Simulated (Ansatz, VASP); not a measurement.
## One calculation of AlGaN2, two programs

```
CELL_PARAMETERS angstrom
3.13853 0.00000 0.00000
0.00000 3.13853 0.00000
0.00000 0.00000 4.51080
ATOMIC_POSITIONS crystal
Al 0.50000 0.50000 0.50000
Ga 0.00000 0.00000 0.00000
N 0.50000 0.00000 0.73938
N 0.00000 0.50000 0.26062
```

Change from the starting cell: strain along c alone, the other axes held, atoms relaxed: +2.0 %.

Alike in both runs: functional r2SCAN; k mesh 8 × 8 × 6; occupations gaussian, width 0.02 eV; no spin polarisation.

Ansatz relaxed the structure, and its values are those at the end. VASP's run is a single point on that final structure, the one shown.

|  | VASP | Ansatz |
| --- | --- | --- |
| version | VASP 6.6.1 | Ansatz 0.2.0 |
| potentials or method | VASP PAW PBE potentials, release 64 (Al, Ga_d, N), cutoff 520 eV | scalar-relativistic, plane waves, PAW |
| valence electrons in the cell | 26 | 26 |

|  | VASP | Ansatz | Ansatz less VASP |
| --- | --- | --- | --- |
| gap on the k mesh at the Fermi level (eV) | 3.20 | 3.19 | -0.009 |
| least direct gap on the mesh (eV) | 3.20 | 3.19 | -0.009 |
| pressure (GPa) | -3.6 | -3.9 | -0.27 |
| rms of the force components (eV/Å) | 0.036 | 0.000 | -0.0364 |

VASP's potentials were made for PBE, not for r2SCAN. Ansatz's warnings: stress scf threshold loose.
